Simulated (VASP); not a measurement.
Here is a VASP 6.6.1 calculation.

Contents of INCAR:

```
SYSTEM = ZnSe
  PREC = Accurate
  ENCUT = 500
  EDIFF = 1E-6
  ISMEAR = 0
  SIGMA = 0.02
  LREAL = .False.
  LASPH = .True.
  NELM = 120
  ALGO = Normal
  ISIF = 2
  LWAVE = .False.
  LCHARG = .True.
  GGA = PE
  LELF = .True.
  LVHAR = .True.
  NBANDS = 26
  GGA_COMPAT = .False.
```

The input KPOINTS:

```
regular mesh
0
Gamma
  8 6 8
  0 0 0
```

The input POSCAR:

```
ZnSe
1.0
    4.0538030775      0.0000000000      0.0000000000
    0.0000000000      5.7329433110      0.0000000000
    0.0000000000      0.0000000000      4.0538030775
Zn Se
2 2
Direct
    0.0000000000      0.0000000000      0.0000000000
    0.5000000000      0.5000000000      0.5000058000
    0.5000000000      0.2500000000      0.0000000000
    0.0000000000      0.7500000000      0.5000058000
```

Potentials or basis: VASP PAW PBE potentials, release 64 (Zn, Se).

Command:

```console
$ cat potpaw_PBE.64/Zn/POTCAR potpaw_PBE.64/Se/POTCAR > POTCAR
$ mpirun -np 1 vasp_std > vasp.out
```

Problem. Estimate the pressure.

Solution. 0.2 GPa.

Problem. Predict the band gap on the k mesh.

Solution. 1.15 eV.
